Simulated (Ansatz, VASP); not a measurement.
MgO: VASP beside Ansatz

Contents of INCAR:

```
SYSTEM = MgO
PREC = Accurate ; ENCUT = 520
EDIFF = 1E-7 ; ISMEAR = 0
SIGMA = 0.01 ; LREAL = .FALSE.
LASPH = .TRUE. ; NELM = 80
ALGO = Normal ; ISIF = 2
LWAVE = .FALSE. ; LCHARG = .FALSE.
GGA = PE ; NBANDS = 16
```

File KPOINTS:

```
regular mesh
0
G
  9 9 6
  0 0 0
```

The input POSCAR:

```
MgO
1.0
    3.5896493297      0.0000000000      0.0000000000
   -1.7948246649      3.1087275102      0.0000000000
    0.0000000000      0.0000000000      4.3217239975
Mg O
2 2
Direct
    0.3333333333      0.6666666667      0.2500000000
    0.6666666667      0.3333333333      0.7500000000
    0.6666666667      0.3333333333      0.2500000000
    0.3333333333      0.6666666667      0.7500000000
```

Input for Ansatz:

```yaml
crystal:
  lattice:
    - [3.5896493297, 0.0, 0.0]
    - [-1.7948246649, 3.1087275102, 0.0]
    - [0.0, 0.0, 4.3217239975]
  atoms:
    - { symbol: Mg, position: [0.3333333333, 0.6666666667, 0.25] }
    - { symbol: Mg, position: [0.6666666667, 0.3333333333, 0.75] }
    - { symbol: O, position: [0.6666666667, 0.3333333333, 0.25] }
    - { symbol: O, position: [0.3333333333, 0.6666666667, 0.75] }
kpoints:
  mp_grid: { grid: [9, 9, 6] }
hamiltonian:
  xc: pbe
scf:
  occupations: { method: fixed }
  n_extra_bands: 5
output:
  forces: true
  stress: true
  eigenvalues: true
```

Alike in both runs: task single point; functional PBE; k mesh 9 × 9 × 6; no spin polarisation.

```csv
,VASP,Ansatz
version,VASP 6.6.1,Ansatz 0.2.0
potentials or method,"VASP PAW PBE potentials, release 64 (Mg, O)","plane waves, PAW"
plane-wave cutoff (eV),520,420
occupations,"gaussian, width 0.01 eV",fixed
valence electrons in the cell,16,32
```

Ansatz gave:

| Quantity | Value |
| --- | --- |
| gap on the k mesh at the Fermi level (eV) | 2.99 |
| pressure (GPa) | -6.4 |
| traceless stress, the component that is largest in VASP (GPa) | -0.22 |

Problem. Which values does VASP return?

Solution. gap on the k mesh at the Fermi level (eV): 2.97; pressure (GPa): -6.9; traceless stress, the component that is largest in VASP (GPa): -0.30.

VASP's potentials hold 16 valence electrons a cell and Ansatz's 32, so a difference there can come from the potentials and not from the codes.
